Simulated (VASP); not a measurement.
# H3C2 (C2/m) in VASP: a series of runs, part 2 of 2

VASP 6.6.1. Earlier steps stand in the parts before.

### 3 Relaxation of shape and atoms at fixed volume, PBE+D3(BJ) (9.60 Å³/atom)

This run uses another cell than the first one, of 9.60 Å³/atom.

File INCAR:

```
SYSTEM = H3C2
PREC     = Accurate       ! precision mode
ENCUT    = 600            ! plane-wave cutoff, eV
EDIFF    = 1E-6           ! SCF threshold, eV
ISMEAR   = 0              ! smearing method
SIGMA    = 0.02           ! smearing width, eV
LREAL    = .False.        ! projectors in reciprocal space
LASPH    = .True.         ! aspherical terms in the spheres
NELM     = 60             ! most SCF steps
ALGO     = Normal         ! electronic algorithm
ISIF     = 4              ! what is computed and relaxed
LWAVE    = .False.        ! write WAVECAR
LCHARG   = .False.        ! write CHGCAR
GGA      = PE             ! functional
IVDW     = 12             ! dispersion correction
IBRION   = 2              ! ionic algorithm
NSW      = 50             ! ionic steps
EDIFFG   = -0.01          ! ionic threshold
```

File KPOINTS:

```
regular mesh
0
Gamma
  6 6 6
  0 0 0
```

File POSCAR:

```
H3C2
1.0
    3.4779384789     -3.2460731993      0.0828621554
    3.4779384789      3.2460731993      0.0828621554
   -0.6679282058      0.0000000000      4.2351733624
H C
6 4
Direct
    0.2553486201      0.2553486201      0.5269281635
    0.7446513799      0.7446513799      0.4730718365
    0.2178171978      0.4943985518      0.2240209383
    0.5056014482      0.7821828022      0.7759790617
    0.7821828022      0.5056014482      0.7759790617
    0.4943985518      0.2178171978      0.2240209383
    0.0796811746      0.0796811746      0.0807278598
    0.9203188254      0.9203188254      0.9192721402
    0.2708796964      0.2708796964      0.2726958582
    0.7291203036      0.7291203036      0.7273041418
```

Potentials or basis: VASP PAW PBE potentials, release 64 (H, C).

Launch:

```sh
$ cat potpaw_PBE.64/H/POTCAR potpaw_PBE.64/C/POTCAR > POTCAR
$ mpirun -np 1 vasp_std > vasp.out
```

OUTCAR:

```text
SYSTEM = H3C2
   PREC = Accurate
   ENCUT = 600
   EDIFF = 1E-6
   ISMEAR = 0
   LREAL = .False.
   LASPH = .True.
   NELM = 60
   ISIF = 4
   GGA = PE
   IVDW = 12
   IBRION = 2
   NSW = 50
   EDIFFG = -0.01
 IVDW          = 12

 ion  position               nearest neighbor table
   1  0.255  0.255  0.527-   9 1.11
   2  0.745  0.745  0.473-  10 1.11
   3  0.218  0.494  0.224-   9 1.11
   4  0.506  0.782  0.776-  10 1.11
   5  0.782  0.506  0.776-  10 1.11
   6  0.494  0.218  0.224-   9 1.11
   7  0.080  0.080  0.081-   8 1.23   9 1.47
   8  0.920  0.920  0.919-   7 1.23  10 1.47
   9  0.271  0.271  0.273-   1 1.11   3 1.11   6 1.11   7 1.47
  10  0.729  0.729  0.727-   2 1.11   4 1.11   5 1.11   8 1.47

  LATTYP: Found a base centered monoclinic cell.
 ALAT       =     6.9578508750
 B/A-ratio  =     0.9330677698
 C/A-ratio  =     0.6162131595
 COS(beta)  =    -0.1322125853

  Lattice vectors:

 A1 = (   3.4779384789,  -3.2460731993,   0.0828621554)
 A2 = (   3.4779384789,   3.2460731993,   0.0828621554)
 A3 = (  -0.6679282058,   0.0000000000,   4.2351733624)

Analysis of symmetry for initial positions (statically):
=====================================================================
 Subroutine PRICEL returns:
 Original cell was already a primitive cell.

 Routine SETGRP: Setting up the symmetry group for a
 base centered monoclinic supercell.

 Subroutine GETGRP returns: Found  4 space group operations
 (whereof  4 operations were pure point group operations)
 out of a pool of  4 trial point group operations.

The static configuration has the point symmetry C_2h.

Analysis of symmetry for dynamics (positions and initial velocities):
=====================================================================
 Subroutine PRICEL returns:
 Original cell was already a primitive cell.

 Routine SETGRP: Setting up the symmetry group for a
 base centered monoclinic supercell.

 Subroutine GETGRP returns: Found  4 space group operations
 (whereof  4 operations were pure point group operations)
 out of a pool of  4 trial point group operations.

The dynamic configuration has the point symmetry C_2h.

 Subroutine INISYM returns: Found  4 space group operations
 (whereof  4 operations are pure point group operations),
 and found     1 'primitive' translations

----------------------------------------------------------------------------------------

                                     Primitive cell

  volume of cell :      95.9865

  direct lattice vectors                    reciprocal lattice vectors
     3.477938479 -3.246073199  0.082862155     0.143225164 -0.154032263  0.022588007
     3.477938479  3.246073199  0.082862155     0.143225164  0.154032263  0.022588007
    -0.667928206  0.000000000  4.235173362    -0.005604468  0.000000000  0.235233964

  length of vectors
     4.758141803  4.758141803  4.287519271     0.211541021  0.211541021  0.235300718

  position of ions in fractional coordinates (direct lattice)
     0.255348620  0.255348620  0.526928164
     0.744651380  0.744651380  0.473071836
     0.217817198  0.494398552  0.224020938
     0.505601448  0.782182802  0.775979062
     0.782182802  0.505601448  0.775979062
     0.494398552  0.217817198  0.224020938
     0.079681175  0.079681175  0.080727860
     0.920318825  0.920318825  0.919272140
     0.270879696  0.270879696  0.272695858
[... 38 lines left out ...]

 Found     68 irreducible k-points:

 Following reciprocal coordinates:
            Coordinates               Weight
  0.000000  0.000000  0.000000      1.000000
  0.166667 -0.000000  0.000000      4.000000
  0.333333 -0.000000  0.000000      4.000000
  0.500000 -0.000000 -0.000000      2.000000
  0.166667  0.166667  0.000000      2.000000
  0.333333  0.166667 -0.000000      4.000000
[... 16 lines left out ...]
 -0.333333  0.166667  0.166667      4.000000
 -0.166667  0.166667  0.166667      4.000000
 [... further k-points ...]
   k-points           NKPTS =     68   k-points in BZ     NKDIM =     68   number of bands    NBANDS=     17
   number of dos      NEDOS =    301   number of ions     NIONS =     10
   total plane-waves  NPLWV =  57600
   dimension x,y,z NGX =    40 NGY =   40 NGZ =   36
   dimension x,y,z NGXF=    80 NGYF=   80 NGZF=   72
   ions per type =               6   4
   NGX,Y,Z   is equivalent  to a cutoff of  13.98, 13.98, 13.96 a.u.
   NGXF,Y,Z  is equivalent  to a cutoff of  27.95, 27.95, 27.92 a.u.
 SYSTEM =  H3C2
   PREC   = accura    normal or accurate (medium, high low for compatibility)
   ISTART =      0    job   : 0-new  1-cont  2-samecut
   ICHARG =      2    charge: 1-file 2-atom 10-const
   ISPIN  =      1    spin polarized calculation?
   LNONCOLLINEAR =      F non collinear calculations
   LSORBIT =      F    spin-orbit coupling
   LASPH  =      T    aspherical Exc in radial PAW
   ENCUT  =  600.0 eV  44.10 Ry    6.64 a.u.   9.50  9.50  8.56*2*pi/ulx,y,z
   NELM   =     60;   NELMIN=  2; NELMDL= -5     # of ELM steps
   EDIFF  = 0.1E-05   stopping-criterion for ELM
   LREAL  =      F    real-space projection
   EDIFFG = -.1E-01   stopping-criterion for IOM
   NSW    =     50    number of steps for IOM
   IBRION =      2    ionic relax: 0-MD 1-quasi-New 2-CG
   NFREE  =      1    steps in history (QN), initial steepest desc. (CG)
   ISIF   =      4    stress and relaxation
   ISYM   =      2    0-nonsym 1-usesym 2-fastsym
   POTIM  = 0.5000    time-step for ionic-motion
   TEBEG  =    0.0;   TEEND  =   0.0 temperature during run
   PSTRESS=    0.0 pullay stress
   NELECT =      22.0000    total number of electrons
   NUPDOWN=      -1.0000    fix difference up-down
   EMIN   =  10.00;   EMAX   =-10.00  energy-range for DOS
   EFERMI =   0.00;   METHOD = LEGACY
   ISMEAR =     0;   SIGMA  =   0.02  broadening in eV -4-tet -1-fermi 0-gaus
   EFERMI_NEDOS =   21; number of points for ismear=-14 and -15
   IALGO  =     38    algorithm
   IMIX   =      4    mixing-type and parameters
     AMIX     =   0.40;   BMIX     =  1.00
     AMIX_MAG =   1.60;   BMIX_MAG =  1.00
  volume/ion in A,a.u.               =       9.60        64.77
  Fermi-wavevector in a.u.,A,eV,Ry     =   1.001872  1.893264 13.656820  1.003748
  Thomas-Fermi vector in A             =   2.134323
   LORBIT       =      0    0 simple, 1 ext, 2 COOP (PROOUT), +10 PAW based schemes
   GGA     = PE    functional components
   LHFCALC =     F    Hartree Fock is set to
   AEXX    =    0.0000 exact exchange contribution
   IVDW    =    12    specifies the selected vdW correction
   LEPSILON=     F    determine dielectric tensor
   LRPA    =     F    only Hartree local field effects (RPA)
 conjugate gradient relaxation of ions
 non-spin polarized calculation
 Gauss-broadening in eV      SIGMA  =   0.02
  energy-cutoff  :      600.00
  volume of cell :       95.99
 maximum number of plane-waves:      3233
 NGX is ok and might be reduce to    40
   NGX = 19   NGY = 19   NGZ = 17

--------------------------------------- Ionic step        1  -------------------------------------------

 number of electron      22.0000004 magnetization

 Free energy of the ion-electron system (eV)
  ---------------------------------------------------
  ext. energy  EPLUGINS =         0.00000000
  ---------------------------------------------------
  free energy    TOTEN  =       -56.72009721 eV

  energy without entropy =      -56.72009721  energy(sigma->0) =      -56.72009721

------------------------ aborting loop because EDIFF is reached ----------------------------------------

 Edisp (eV)   -0.57000

 E8    (eV) :    -0.1349
[... 129 lines left out ...]
  FREE ENERGIE OF THE ION-ELECTRON SYSTEM (eV)
  ---------------------------------------------------
  free  energy   TOTEN  =       -57.2975123309 eV

  energy  without entropy=      -57.2975123309  energy(sigma->0) =      -57.29751233

[... ionic steps 4 to 11 ...]

--------------------------------------- Ionic step       12  -------------------------------------------

 number of electron      22.0000004 magnetization

------------------------ aborting loop because EDIFF is reached ----------------------------------------
[... 91 lines left out ...]
--------------------------------------- Ionic step       14  -------------------------------------------

 number of electron      22.0000004 magnetization

 Free energy of the ion-electron system (eV)
  ---------------------------------------------------
  ext. energy  EPLUGINS =         0.00000000
  ---------------------------------------------------
  free energy    TOTEN  =       -56.74369418 eV

  energy without entropy =      -56.74369418  energy(sigma->0) =      -56.74369418

 E-fermi :  -1.4601     XC(G=0):  -7.4650

 val. band max:       -1.5587254528   @ k =   0.5000   0.5000   0.5000
 cond. band min:       3.0685167256   @ k =   0.0000   0.0000   0.0000
 fundamental gap:      4.6272421785
 Fermi energy:        -1.4601426485

 k-point     1 :       0.0000    0.0000    0.0000
  band No.  band energies     occupation
      1     -15.7407      2.00000
      2     -14.2568      2.00000
      3     -12.4939      2.00000
      4      -7.5227      2.00000
      5      -6.8286      2.00000
      6      -6.3962      2.00000
[... 457 lines left out ...]
      4      -7.6850      2.00000
      5      -6.7532      2.00000
      6      -6.4244      2.00000
[... 9 lines left out ...]
     16       6.9932      0.00000
     17       7.4942      0.00000

 [... further k-points ...]

------------------------ aborting loop because EDIFF is reached ----------------------------------------

 Edisp (eV)   -0.56880

 E8    (eV) :    -0.1345
[... 33 lines left out ...]
  FREE ENERGIE OF THE ION-ELECTRON SYSTEM (eV)
  ---------------------------------------------------
  free  energy   TOTEN  =       -57.3124984360 eV

  energy  without entropy=      -57.3124984360  energy(sigma->0) =      -57.31249844

 reached required accuracy - stopping structural energy minimisation
```

Run time: 5.1 min. Hardware: 1 thread of Intel Xeon 6975P-C (Granite Rapids), shared host; peak memory 0.3 GiB.

Results:

| Quantity | Value |
| --- | --- |
| Free energy | -57.3125 eV |
| Energy gained by relaxing | 2.2 meV/atom |
| Ionic steps | 14 |
| Pressure after relaxing | -0.4 GPa |
| Largest force after relaxing | 0.005 eV/Å |
| Band gap on the k mesh | 4.63 eV (least direct gap 5.08 eV) |
| Dispersion energy per atom | -0.057 eV |

Forces on the atoms (eV/Å):
```
H   -0.004  0.000  0.000
H    0.004  0.000  0.000
H    0.004  0.002  0.001
H   -0.004  0.002 -0.001
H   -0.004 -0.002 -0.001
H    0.004 -0.002  0.001
C   -0.002  0.000  0.001
C    0.002  0.000 -0.001
C   -0.003  0.000 -0.004
C    0.003  0.000  0.004
```

Step by step:
```tsv
step	energy change (eV)	largest force (eV/Å)	pressure (GPa)	volume (Å³)
1	0.0000	0.5822	-3.03	95.99
2	0.1493	6.7521	2.16	95.99
3	-0.0074	0.5745	-2.17	95.99
4	-0.0212	0.2282	0.00	95.99
5	-0.0223	0.0556	-0.46	95.99
6	-0.0219	0.2842	-0.20	95.99
7	-0.0223	0.0304	-0.40	95.99
8	-0.0223	0.0296	-0.37	95.99
9	-0.0223	0.0285	-0.37	95.99
10	-0.0224	0.0414	-0.36	95.99
11	-0.0224	0.0367	-0.36	95.99
12	-0.0224	0.0262	-0.38	95.99
13	-0.0224	0.0105	-0.37	95.99
14	-0.0224	0.0051	-0.39	95.99
```

Final structure:
```cif
data_structure
_symmetry_space_group_name_H-M 'P 1'
_symmetry_Int_Tables_number 1
_cell_length_a 4.7552
_cell_length_b 4.7552
_cell_length_c 4.2952
_cell_angle_alpha 95.838
_cell_angle_beta 95.838
_cell_angle_gamma 86.428
_cell_volume 95.99
loop_
_atom_site_label
_atom_site_type_symbol
_atom_site_fract_x
_atom_site_fract_y
_atom_site_fract_z
_atom_site_occupancy
H1 H 0.25517 0.25517 0.52339 1
H2 H 0.74483 0.74483 0.47661 1
H3 H 0.21816 0.49134 0.22432 1
H4 H 0.50866 0.78184 0.77568 1
H5 H 0.78184 0.50866 0.77568 1
H6 H 0.49134 0.21816 0.22432 1
C1 C 0.07946 0.07946 0.08041 1
C2 C 0.92054 0.92054 0.91959 1
C3 C 0.27000 0.27000 0.27186 1
C4 C 0.73000 0.73000 0.72814 1
```

A k mesh can miss the band edges.
